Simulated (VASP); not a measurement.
Crystal: Li2GeAs2.

```xyz
5
Lattice="-2.0803 2.0803 4.9453 2.0803 -2.0803 4.9453 2.0803 2.0803 -4.9453" Properties=species:S:1:pos:R:3 pbc="T T T"
Li    0.0000    2.0803    2.4727
Li    2.0803    0.0000    2.4727
Ge    0.0000    0.0000    0.0000
As    0.0000    0.0000    3.7238
As    0.0000    0.0000    6.1668
```

The cell was built from a structure type or drawn by symmetry, and may not be a known phase.

```yaml
Program: VASP 6.6.1
Task: relaxation of cell and atoms
Functional: PBE
Potentials_or_basis: VASP PAW PBE potentials, release 64 (Li_sv, Ge_d, As)
Cutoff: 600 eV
k_mesh: 6 × 6 × 6
Occupations: gaussian, width 0.1 eV
Spin: no spin polarisation
```

At the start: pressure 3.4 GPa; volume 17.12 Å³/atom.

**Question.** How do energy, volume and symmetry change on relaxing?

**Answer.** Over 7 steps the energy falls by 41.9 meV/atom and the volume is 18.53 Å³/atom (+8.2 %); space group I4/mmm (No. 139, to 0.1 Å) before and after.

Step by step:
| step | energy change (eV) | largest force (eV/Å) | pressure (GPa) | volume (Å³) |
| --- | --- | --- | --- | --- |
| 1 | 0.0000 | 1.1524 | 3.37 | 85.61 |
| 2 | -0.1422 | 0.1979 | 1.03 | 90.15 |
| 3 | -0.1527 | 0.1552 | 0.52 | 91.66 |
| 4 | -0.1878 | 0.3275 | -0.92 | 93.72 |
| 5 | -0.1882 | 0.3672 | -1.01 | 93.92 |
| 6 | -0.2069 | 0.1196 | -0.58 | 93.12 |
| 7 | -0.2097 | 0.0314 | -0.26 | 92.67 |

Final structure:
```
CELL_PARAMETERS angstrom
-2.08801 2.08801 5.31371
2.08801 -2.08801 5.31371
2.08801 2.08801 -5.31371
ATOMIC_POSITIONS crystal
Li 0.75000 0.25000 0.50000
Li 0.25000 0.75000 0.50000
Ge 0.00000 0.00000 0.00000
As 0.38791 0.38791 0.00000
As 0.61209 0.61209 0.00000
```

Caveat: the cutoff is under 1.25 times the usual one of these potentials, so pressure, stress and relaxed cells hold a basis-set (Pulay) error.
